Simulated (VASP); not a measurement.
A run of VASP 6.6.1 is set up as follows.

File INCAR:

```
PREC = Accurate ; ENCUT = 520
EDIFF = 1E-6 ; ISMEAR = 0
SIGMA = 0.02 ; LREAL = F
LASPH = T ; NELM = 100
ALGO = Normal ; ISIF = 2
LWAVE = F ; LCHARG = T
GGA = PS ; LELF = T
LVHAR = T ; NBANDS = 21
```

KPOINTS

```
Automatic mesh
0
Gamma
  6 6 6
```

Contents of POSCAR:

```
BaH2
1.0
    4.3846172011      0.0000000000      0.0000000000
   -2.1923086006      3.7971898820      0.0000000000
    0.0000000000      0.0000000000      5.7961609267
Ba H
2 4
Direct
    0.6666666667      0.3333333333      0.7500000000
    0.3333333333      0.6666666667      0.2500000000
    0.3333333333      0.6666666667      0.7500000000
    0.6666666667      0.3333333333      0.2500000000
    0.0000000000      0.0000000000      0.5000000000
    0.0000000000      0.0000000000      0.0000000000
```

Potentials or basis: VASP PAW PBE potentials, release 64 (Ba_sv, H).

Command:

```console
$ cat potpaw_PBE.64/Ba_sv/POTCAR potpaw_PBE.64/H/POTCAR > POTCAR
$ mpirun -np 1 vasp_std > vasp.out
```

Question: Predict the pressure.

Answer: 0.8 GPa.

Question: What does it give for the band gap on the k mesh?

Answer: 1.53 eV (least direct gap 2.44 eV).

Caveat: the PAW data sets were made with another functional, which shifts forces and pressure a little; spin-orbit coupling is left out, which moves the levels of the heavy elements. A k mesh can miss the band edges.
